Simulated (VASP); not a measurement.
# Ge in VASP: notebook

Ge is run at these levels: PBE; tasks: single point.

Program: VASP 6.6.1. These are calculated values, not measurements. Logs are shortened: lines on timing, memory, paths and dates and some standing lists are left out, and cuts for length are marked.

## Step 1: The cell of the first run

It takes space group Cmce (No. 64, orthorhombic). Conventional cell: a = 3.689 Å, b = 7.353 Å, c = 6.391 Å, α = 90.00°, β = 90.00°, γ = 90.00°. Ge (site symmetry m) has 5 Ge at 2.54 to 2.72 Å within 3.4 Å.

## Step 2: Single point, PBE

INCAR

```
PREC = Accurate
ENCUT = 520
EDIFF = 1E-7
ISMEAR = 0
SIGMA = 0.1
LREAL = False
LASPH = True
NELM = 100
ALGO = Normal
ISIF = 2
LWAVE = False
LCHARG = True
GGA = PE
LELF = True
LVHAR = True
NBANDS = 36
```

KPOINTS

```
regular mesh
0
Gamma
  14 14 8
```

POSCAR

```
Ge
1.0
    1.8444740757     -3.6763502715      0.0000000000
    1.8444740757      3.6763502715      0.0000000000
    0.0000000000      0.0000000000      6.3913879877
Ge
4
Direct
    0.1523584987      0.8476415013      0.4062239397
    0.3476415013      0.6523584987      0.9062239397
    0.8476415013      0.1523584987      0.5937760603
    0.6523584987      0.3476415013      0.0937760603
```

Potentials or basis: VASP PAW PBE potentials, release 64 (Ge_d).

Run with:

```
$ cat potpaw_PBE.64/Ge_d/POTCAR > POTCAR
$ mpirun -np 1 vasp_std > vasp.out
```

OUTCAR:

```text
PREC = Accurate
   ENCUT = 520
   EDIFF = 1E-7
   ISMEAR = 0
   LREAL = False
   LASPH = True
   NELM = 100
   ISIF = 2
   GGA = PE

 ion  position               nearest neighbor table
   1  0.152  0.848  0.406-   3 2.54   3 2.63   3 2.63   4 2.72   4 2.72
   2  0.348  0.652  0.906-   4 2.54   4 2.63   4 2.63   3 2.72   3 2.72
   3  0.848  0.152  0.594-   1 2.54   1 2.63   1 2.63   2 2.72   2 2.72
   4  0.652  0.348  0.094-   2 2.54   2 2.63   2 2.63   1 2.72   1 2.72

  LATTYP: Found a base centered orthorhombic cell.
 ALAT       =     3.6889481514
 B/A-ratio  =     1.9931699339
 C/A-ratio  =     1.7325773433

  Lattice vectors:

 A1 = (   1.8444740757,  -3.6763502715,   0.0000000000)
 A2 = (   1.8444740757,   3.6763502715,   0.0000000000)
 A3 = (   0.0000000000,   0.0000000000,   6.3913879877)

Analysis of symmetry for initial positions (statically):
=====================================================================
 Subroutine PRICEL returns:
 Original cell was already a primitive cell.

 Routine SETGRP: Setting up the symmetry group for a
 base centered orthorhombic supercell.

 Subroutine GETGRP returns: Found  8 space group operations
 (whereof  4 operations were pure point group operations)
 out of a pool of  8 trial point group operations.

The static configuration has the point symmetry C_2h.
 The point group associated with its full space group is D_2h.

Analysis of symmetry for dynamics (positions and initial velocities):
=====================================================================
 Subroutine PRICEL returns:
 Original cell was already a primitive cell.

 Routine SETGRP: Setting up the symmetry group for a
 base centered orthorhombic supercell.

 Subroutine GETGRP returns: Found  8 space group operations
 (whereof  4 operations were pure point group operations)
 out of a pool of  8 trial point group operations.

The dynamic configuration has the point symmetry C_2h.
 The point group associated with its full space group is D_2h.

 Subroutine INISYM returns: Found  8 space group operations
 (whereof  4 operations are pure point group operations),
 and found     1 'primitive' translations

----------------------------------------------------------------------------------------

                                     Primitive cell

  volume of cell :      86.6791

[... 85 lines left out ...]
   ICHARG =      2    charge: 1-file 2-atom 10-const
   ISPIN  =      1    spin polarized calculation?
   LNONCOLLINEAR =      F non collinear calculations
   LSORBIT =      F    spin-orbit coupling
   LASPH  =      T    aspherical Exc in radial PAW
   ENCUT  =  520.0 eV  38.22 Ry    6.18 a.u.   7.65  7.65 11.88*2*pi/ulx,y,z
   NELM   =    100;   NELMIN=  2; NELMDL= -5     # of ELM steps
   EDIFF  = 0.1E-06   stopping-criterion for ELM
   LREAL  =      F    real-space projection
   EDIFFG = 0.1E-05   stopping-criterion for IOM
   NSW    =      0    number of steps for IOM
   IBRION =     -1    ionic relax: 0-MD 1-quasi-New 2-CG
   NFREE  =      0    steps in history (QN), initial steepest desc. (CG)
   ISIF   =      2    stress and relaxation
   ISYM   =      2    0-nonsym 1-usesym 2-fastsym
   POTIM  = 0.5000    time-step for ionic-motion
   TEBEG  =    0.0;   TEEND  =   0.0 temperature during run
   PSTRESS=    0.0 pullay stress
   NELECT =      56.0000    total number of electrons
   NUPDOWN=      -1.0000    fix difference up-down
   EMIN   =  10.00;   EMAX   =-10.00  energy-range for DOS
   EFERMI =   0.00;   METHOD = LEGACY
   ISMEAR =     0;   SIGMA  =   0.10  broadening in eV -4-tet -1-fermi 0-gaus
   EFERMI_NEDOS =   21; number of points for ismear=-14 and -15
   IALGO  =     38    algorithm
   IMIX   =      4    mixing-type and parameters
     AMIX     =   0.40;   BMIX     =  1.00
     AMIX_MAG =   1.60;   BMIX_MAG =  1.00
  volume/ion in A,a.u.               =      21.67       146.23
  Fermi-wavevector in a.u.,A,eV,Ry     =   1.415248  2.674431 27.251486  2.002928
  Thomas-Fermi vector in A             =   2.536706
   LORBIT       =      0    0 simple, 1 ext, 2 COOP (PROOUT), +10 PAW based schemes
   GGA     = PE    functional components
   LHFCALC =     F    Hartree Fock is set to
   AEXX    =    0.0000 exact exchange contribution
   IVDW    =     0    specifies the selected vdW correction
   LEPSILON=     F    determine dielectric tensor
   LRPA    =     F    only Hartree local field effects (RPA)
 non-spin polarized calculation
 Gauss-broadening in eV      SIGMA  =   0.10
  energy-cutoff  :      520.00
  volume of cell :       86.68
 maximum number of plane-waves:      2362
   NGX = 15   NGY = 15   NGZ = 23

 number of electron      55.9999967 magnetization

 Free energy of the ion-electron system (eV)
  ---------------------------------------------------
  ext. energy  EPLUGINS =         0.00000000
  ---------------------------------------------------
  free energy    TOTEN  =       -17.18477192 eV

  energy without entropy =      -17.17838187  energy(sigma->0) =      -17.18157690

 E-fermi :   5.2156     XC(G=0): -10.3683

 val. band max:        5.1979070555   @ k =   0.5000   0.1429   0.3750
 cond. band min:       5.2168117867   @ k =   0.5000   0.4286   0.1250
 fundamental gap:      0.0189047312
 Fermi energy:         5.2155569220

 k-point     1 :       0.0000    0.0000    0.0000
  band No.  band energies     occupation
      1     -19.5099      2.00000
      2     -19.4736      2.00000
      3     -19.4543      2.00000
      4     -19.4532      2.00000
      5     -19.4292      2.00000
      6     -19.4191      2.00000
[... 925 lines left out ...]
     35      11.5974      0.00000
     36      11.6800      0.00000

 [... further k-points ...]
[... 5 lines left out ...]
  --------------------------------------------------------------------------------------
  -------------------------------------------------------------------------------------
  Total        0.0323772     -0.0006533      0.0027775      0.0000000     -0.0000000      0.0000000
  in kB        0.5984596     -0.0120758      0.0513398      0.0000000     -0.0000000      0.0000000
  external PRESSURE =       0.2125745 kB  Pullay stress =       0.0000000 kB

 VOLUME and BASIS-vectors are now :
 -----------------------------------------------------------------------------
  energy-cutoff  :      520.00
  volume of cell :       86.68
      direct lattice vectors                 reciprocal lattice vectors
     1.844474076 -3.676350272  0.000000000     0.271079982 -0.136004451  0.000000000
     1.844474076  3.676350272  0.000000000     0.271079982  0.136004451  0.000000000
     0.000000000  0.000000000  6.391387988     0.000000000  0.000000000  0.156460538

 POSITION                                       TOTAL-FORCE (eV/Angst)
 -----------------------------------------------------------------------------------
      1.84447      2.55610      2.59633         0.000000     -0.000413      0.003529
      1.84447      1.12025      5.79203         0.000000      0.000413      0.003529
      1.84447     -2.55610      3.79505         0.000000      0.000413     -0.003529
      1.84447     -1.12025      0.59936         0.000000     -0.000413     -0.003529
 -----------------------------------------------------------------------------------
    total drift:                                0.000000      0.000000      0.000000

  FREE ENERGIE OF THE ION-ELECTRON SYSTEM (eV)
  ---------------------------------------------------
  free  energy   TOTEN  =       -17.1847719226 eV

  energy  without entropy=      -17.1783818692  energy(sigma->0) =      -17.18157690
```

stdout:

```text
POSCAR found type information on POSCAR Ge
 POSCAR found :  1 types and       4 ions
 scaLAPACK will be used
 LDA part: xc-table for (Slater+PW92), standard interpolation
 POSCAR, INCAR and KPOINTS ok, starting setup
 FFT: planning ... GRIDC
 FFT: planning ... GRID_SOFT
 FFT: planning ... GRID
 WAVECAR not read
 entering main loop
```

Wall time 15 min (1 thread of AMD EPYC 7R43 (Zen 3), shared host); peak memory 0.64 GiB.

Results:

- Free energy: -17.1848 eV
- Pressure: 0.0 GPa
- Largest force: 0.004 eV/Å
- Band gap on the k mesh: zero (band 28 reaches 6.46 eV, above the bottom of band 29 at 3.15 eV)

Forces in eV/Å, atoms in the order of the input:
```
Ge   0.000  0.000  0.004
Ge   0.000  0.000  0.004
Ge   0.000  0.000 -0.004
Ge   0.000  0.000 -0.004
```

Levels at points of the mesh, in eV from the Fermi level:
| k point | band 25 | band 26 | band 27 | band 28 | band 29 | band 30 | band 31 | band 32 |
| --- | --- | --- | --- | --- | --- | --- | --- | --- |
| (0.00, 0.00, 0.00) | -1.08 | -0.36 | 0.07 | 0.36 | 0.67 | 1.68 | 2.64 | 3.65 |
| (0.50, 0.00, 0.00) | -4.25 | -4.25 | -1.68 | -1.68 | 0.95 | 0.95 | 1.88 | 1.88 |
| (0.50, 0.50, 0.00) | -4.45 | -2.99 | -1.76 | 1.06 | 1.09 | 2.75 | 2.82 | 3.14 |
| (0.00, 0.00, 0.50) | -0.94 | -0.94 | 0.35 | 0.35 | 1.20 | 1.20 | 3.11 | 3.11 |
| (0.50, 0.00, 0.50) | -2.63 | -2.63 | -2.15 | -2.15 | 0.21 | 0.21 | 2.28 | 2.28 |
| (0.50, 0.50, 0.50) | -1.86 | -1.86 | -0.86 | -0.86 | -0.33 | -0.33 | 3.72 | 3.72 |

## Step 3: Single point, PBE

This run uses another cell than the first one: it holds 8 atoms, not 4.

INCAR

```
PREC     = Accurate       # precision mode
ENCUT    = 520            # plane-wave cutoff, eV
EDIFF    = 1E-7           # SCF threshold, eV
ISMEAR   = 0              # smearing method
SIGMA    = 0.2            # smearing width, eV
LREAL    = False          # projectors in reciprocal space
LASPH    = True           # aspherical terms in the spheres
NELM     = 100            # most SCF steps
ALGO     = Normal         # electronic algorithm
ISIF     = 2              # what is computed and relaxed
LWAVE    = False          # write WAVECAR
LCHARG   = False          # write CHGCAR
GGA      = PE             # functional
NBANDS   = 66             # bands
```

KPOINTS

```
Automatic mesh
0
Gamma
  6 6 2
```

POSCAR

```
Ge
1.0
   -3.6889481513      0.0000000000      0.0000000000
    1.8444740757     -3.6763502715      0.0000000000
    0.0000000000      0.0000000000     12.7827759755
Ge
8
Direct
    0.1523584987      0.3047169975      0.2031119699
    0.1523584987      0.3047169975      0.7031119699
    0.3476415013      0.6952830025      0.4531119699
    0.3476415013      0.6952830025      0.9531119699
    0.8476415013      0.6952830025      0.2968880301
    0.8476415013      0.6952830025      0.7968880301
    0.6523584987      0.3047169975      0.0468880301
    0.6523584987      0.3047169975      0.5468880301
```

Potentials or basis: VASP PAW PBE potentials, release 64 (Ge_d).

Run with:

```
$ cat potpaw_PBE.64/Ge_d/POTCAR > POTCAR
$ mpirun -np 1 vasp_std > vasp.out
```

It took 7 min on 1 thread of AMD EPYC 7R43 (Zen 3), shared host; peak memory 0.34 GiB.

The run converged. Its results:

| Quantity | Value |
| --- | --- |
| Free energy | -34.3798 eV |
| Pressure | 0.0 GPa |
| Largest force | 0.059 eV/Å |
| Band gap on the k mesh | zero (band 56 reaches 6.31 eV, above the bottom of band 57 at 4.43 eV) |

Forces in eV/Å, atoms in the order of the input:
```
Ge   0.000  0.017 -0.057
Ge   0.000  0.017 -0.057
Ge   0.000 -0.017 -0.057
Ge   0.000 -0.017 -0.057
Ge   0.000 -0.017  0.057
Ge   0.000 -0.017  0.057
Ge   0.000  0.017  0.057
Ge   0.000  0.017  0.057
```

Stress tensor (GPa, compression positive):
```
 0.08  0.00  0.00
 0.00  0.02  0.00
 0.00  0.00 -0.09
```

Levels at points of the mesh, in eV from the Fermi level:
```csv
k point,band 52,band 53,band 54,band 55,band 56,band 57,band 58,band 59,band 60,band 61
"(0.00, 0.00, 0.00)",-0.36,0.07,0.35,0.35,0.36,0.66,1.20,1.20,1.68,2.64
"(0.50, 0.00, 0.00)",-2.63,-2.14,-2.14,-1.68,-1.68,0.21,0.21,0.95,0.95,1.89
"(0.00, 0.50, 0.00)",-1.86,-1.76,-0.87,-0.87,-0.33,-0.33,1.05,1.09,2.76,2.83
"(0.00, 0.00, 0.50)",-0.32,-0.18,-0.18,0.92,0.92,0.95,0.95,1.11,1.11,3.19
"(0.50, 0.00, 0.50)",-3.56,-1.68,-1.68,-1.68,-1.68,0.21,0.21,0.21,0.21,2.80
"(0.00, 0.50, 0.50)",-2.31,-1.53,-1.53,0.18,0.18,0.58,0.58,1.17,1.17,3.27
```

## Step 4: Single point, PBE

This run uses another cell than the first one: it holds 8 atoms, not 4.

INCAR

```
SYSTEM = Ge
PREC     = Accurate       ! precision mode
ENCUT    = 520            ! plane-wave cutoff, eV
EDIFF    = 1E-6           ! SCF threshold, eV
ISMEAR   = 0              ! smearing method
SIGMA    = 0.1            ! smearing width, eV
LREAL    = .False.        ! projectors in reciprocal space
LASPH    = .True.         ! aspherical terms in the spheres
NELM     = 100            ! most SCF steps
ALGO     = Normal         ! electronic algorithm
ISIF     = 2              ! what is computed and relaxed
LWAVE    = .False.        ! write WAVECAR
LCHARG   = .True.         ! write CHGCAR
GGA      = PE             ! functional
LELF     = .True.         ! ELF
LVHAR    = .True.       
NBANDS   = 66             ! bands
```

KPOINTS

```
regular mesh
0
Gamma
  4 6 4
  0 0 0
```

POSCAR

```
Ge
1.0
    6.0756023000      0.0000000000      0.0000000000
    0.0000000000      3.3652217000      0.0000000000
    0.0000000000      0.0000000000      6.7691002800
Ge
8
Direct
    0.3808429800      0.2315920000      0.1153740000
    0.8808429800      0.7684080000      0.3846260000
    0.6191570200      0.2315920000      0.3846260000
    0.1191570200      0.2315920000      0.6153740000
    0.1191570200      0.7684080000      0.1153740000
    0.8808429800      0.2315920000      0.8846260000
    0.3808429800      0.7684080000      0.6153740000
    0.6191570200      0.7684080000      0.8846260000
```

Run with:

```
$ cat potpaw_PBE.64/Ge_d/POTCAR > POTCAR
$ mpirun -np 1 vasp_std > vasp.out
```

It took 3.2 min on 1 thread of Oxide Virtual Turin-like, shared host; peak memory 0.34 GiB.

Results (log left out):

```
Free energy            : -30.8029 eV
Pressure               : 26.4 GPa
Largest force          : 2.607 eV/Å
Band gap on the k mesh : zero (band 56 reaches 9.38 eV, above the bottom of band 57 at 5.89 eV)
```

Forces on the atoms (eV/Å):
```
Ge   1.976  1.373 -1.003
Ge   1.976 -1.373  1.003
Ge  -1.976  1.373  1.003
Ge  -1.976  1.373 -1.003
Ge  -1.976 -1.373 -1.003
Ge   1.976  1.373  1.003
Ge   1.976 -1.373 -1.003
Ge  -1.976 -1.373  1.003
```

Stress tensor (GPa, compression positive):
```
32.55  0.00  0.00
 0.00 30.33  0.00
 0.00  0.00 16.32
```

Levels at points of the mesh, in eV from the Fermi level:
```csv
k point,band 52,band 53,band 54,band 55,band 56,band 57,band 58,band 59,band 60,band 61
"(0.00, 0.00, 0.00)",-0.42,0.41,0.93,1.19,1.34,1.99,2.07,2.33,2.98,3.20
"(0.50, 0.00, 0.00)",-0.75,-0.57,-0.57,-0.23,-0.23,0.74,0.74,3.07,3.07,3.58
"(0.00, 0.50, 0.00)",-3.36,-2.99,-2.97,-2.24,-1.87,-1.51,-0.93,2.05,3.09,4.19
"(0.50, 0.50, 0.00)",-4.31,-1.81,-1.81,-1.27,-1.27,0.86,0.86,1.15,1.15,3.39
"(0.00, 0.00, 0.50)",-2.30,-0.99,-0.99,1.87,1.87,2.62,2.62,2.74,2.74,3.65
"(0.50, 0.00, 0.50)",-2.83,-0.05,-0.05,-0.05,-0.05,1.97,1.97,1.97,1.97,4.79
"(0.00, 0.50, 0.50)",-5.12,-1.51,-1.51,-1.10,-1.10,0.00,0.00,0.48,0.48,2.78
"(0.50, 0.50, 0.50)",-3.25,-2.04,-2.04,-2.04,-2.04,0.25,0.25,0.25,0.25,2.60
```

Caveat: forces of over 1 eV/Å act on the atoms, so gaps and moduli don't describe the material at rest.

(Part 1 of 2 ends here.)
